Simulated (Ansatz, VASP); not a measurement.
# One calculation of Ti, two programs

```
CELL_PARAMETERS angstrom
2.95000 0.00000 0.00000
-1.47500 2.55477 0.00000
0.00000 0.00000 4.63914
ATOMIC_POSITIONS crystal
Ti 0.33333 0.66667 0.25000
Ti 0.66667 0.33333 0.75000
```

Change from the starting cell: zz strain of -1 %.

Alike in both runs: task single point; functional PBEsol; k mesh 14 × 14 × 8; occupations fermi-dirac, width 0.05 eV; no spin polarisation.

|  | VASP | Ansatz |
| --- | --- | --- |
| version | VASP 6.6.1 | Ansatz 0.2.0 |
| potentials or method | VASP PAW PBE potentials, release 64 (Ti_sv), cutoff 520 eV | all-electron LAPW, scalar-relativistic |

```tsv
	VASP	Ansatz	Ansatz less VASP
pressure (GPa)	-5.1	-4.9	+0.19
traceless stress, the component that is largest in VASP (GPa)	0.34	0.35	+0.008
```

VASP's potentials were made for PBE, not for PBEsol. Ansatz ran all-electron here, and VASP with PAW potentials.
